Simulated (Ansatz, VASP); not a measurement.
## AlN: VASP beside Ansatz

The input INCAR:

```
PREC = Accurate
ENCUT = 520
EDIFF = 1E-6
ISMEAR = 0
SIGMA = 0.05
LREAL = False
LASPH = True
NELM = 80
ALGO = Normal
ISIF = 2
LWAVE = False
LCHARG = False
NBANDS = 11
```

KPOINTS

```
regular mesh
0
Gamma
  10 10 10
```

File POSCAR:

```
AlN
1.0
   -0.6432500846      1.7689377327      1.7689377327
    1.7689377327     -0.6432500846      1.7689377327
    1.7689377327      1.7689377327     -0.6432500846
Al N
1 1
Direct
    0.5000000000      0.5000000000      0.5000000000
    0.0000000000      0.0000000000      0.0000000000
```

Input for Ansatz:

```yaml
crystal:
  lattice:
    - [-0.6432500846, 1.7689377327, 1.7689377327]
    - [1.7689377327, -0.6432500846, 1.7689377327]
    - [1.7689377327, 1.7689377327, -0.6432500846]
  atoms:
    - { symbol: Al, position: [0.5, 0.5, 0.5] }
    - { symbol: "N", position: [0.0, 0.0, 0.0] }
basis:
  ecutwfc: 420
kpoints:
  mp_grid: { grid: [10, 10, 10] }
hamiltonian:
  xc: lda
scf:
  occupations: { method: gaussian, width: 0.05 }
output:
  forces: true
  stress: true
  eigenvalues: true
```

Alike in both runs: task single point; functional LDA; k mesh 10 × 10 × 10; occupations gaussian, width 0.05 eV; no spin polarisation.

|  | VASP | Ansatz |
| --- | --- | --- |
| version | VASP 6.6.1 | Ansatz 0.2.0 |
| potentials or method | VASP PAW LDA potentials, release 64 (Al, N), cutoff 520 eV | scalar-relativistic, plane waves, PAW |
| valence electrons in the cell | 8 | 8 |

VASP gave:

- gap on the k mesh at the Fermi level (eV): none
- pressure (GPa): 0.4
- traceless stress, the component that is largest in VASP (GPa): 20.76

Question: What did Ansatz give for the same quantities?

Answer: gap on the k mesh at the Fermi level (eV): none; pressure (GPa): 0.0; traceless stress, the component that is largest in VASP (GPa): 20.86.

LDA's correlation is that of Perdew and Zunger in VASP and of Perdew and Wang (1992) in Ansatz. A gap of «none» marks a metal or a gap that the smearing closes.
